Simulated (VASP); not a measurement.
Input of a VASP 6.6.1 run:

INCAR

```
PREC = Accurate
ENCUT = 600
EDIFF = 1E-6
ISMEAR = 0
SIGMA = 0.01
LREAL = False
LASPH = True
NELM = 80
ALGO = Normal
ISIF = 3
LWAVE = False
LCHARG = False
GGA = PE
IBRION = 2
NSW = 80
EDIFFG = -0.001
```

File KPOINTS:

```
regular mesh
0
Gamma
  10 10 10
```

File POSCAR:

```
AlN
1.0
    0.0000000000      2.2015871044      2.2015871044
    2.2015871044      0.0000000000      2.2015871044
    2.2015871044      2.2015871044      0.0000000000
Al N
1 1
Direct
    0.0000000000      0.0000000000      0.0000000000
    0.7500000000      0.7500000000      0.7500000000
```

Potentials or basis: VASP PAW PBE potentials, release 64 (Al, N).

Command:

```sh
$ cat potpaw_PBE.64/Al/POTCAR potpaw_PBE.64/N/POTCAR > POTCAR
$ mpirun -np 1 vasp_std > vasp.out
```

Estimate the relaxed volume.

10.65 Å³/atom.

Estimate the relaxed cell.

a = 3.111 Å, b = 3.111 Å, c = 3.111 Å, α = 60.00°, β = 60.00°, γ = 60.00°.

Estimate the band gap on the k mesh.

3.31 eV, indirect (least direct gap 4.00 eV).

Final structure:
```yaml
crystal:
  lattice:
    - [0.00000, 2.20009, 2.20009]
    - [2.20009, 0.00000, 2.20009]
    - [2.20009, 2.20009, 0.00000]
  atoms:
    - { symbol: Al, position: [0.00000, 0.00000, 0.00000] }
    - { symbol: N, position: [0.75000, 0.75000, 0.75000] }
```

A k mesh can miss the band edges. PBE gaps usually lie below the measured ones, often by a third to a half.
